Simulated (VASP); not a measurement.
Input of a VASP 6.6.1 run:

Contents of INCAR:

```
SYSTEM = Ir
PREC = Accurate
ENCUT = 520
EDIFF = 1E-6
ISMEAR = -1
SIGMA = 0.1
LREAL = .False.
LASPH = .True.
NELM = 60
ALGO = Normal
ISIF = 2
LWAVE = .False.
LCHARG = .False.
GGA = CA
NBANDS = 16
```

KPOINTS

```
Automatic mesh
0
Gamma
  17 17 10
  0 0 0
```

POSCAR

```
Ir
1.0
   -2.4819334480      2.1304362864      1.3120102620
    2.1304362864     -2.4819334480      1.3120102620
    2.8471209024      2.8471209024     -1.9557779573
Ir
2
Direct
    0.9780084481      0.0219915519      0.0000000000
    0.7719915519      0.2280084481      0.5000000000
```

Potentials or basis: VASP PAW LDA potentials, release 64 (Ir).

Command:

```sh
$ cat potpaw_LDA.64/Ir/POTCAR > POTCAR
$ mpirun -np 1 vasp_std > vasp.out
```

Question: What does it give for the pressure?

Answer: -10.5 GPa.

Question: What does it give for the largest force?

Answer: 0.102 eV/Å.

Question: What does it give for the band gap on the k mesh?

Answer: Zero (band 9 reaches 10.10 eV, above the bottom of band 10 at 7.31 eV).

Forces on the atoms (eV/Å):
```
Ir   0.072 -0.072  0.000
Ir  -0.072  0.072  0.000
```

Caveat: spin-orbit coupling is left out, which moves the levels of the heavy elements.
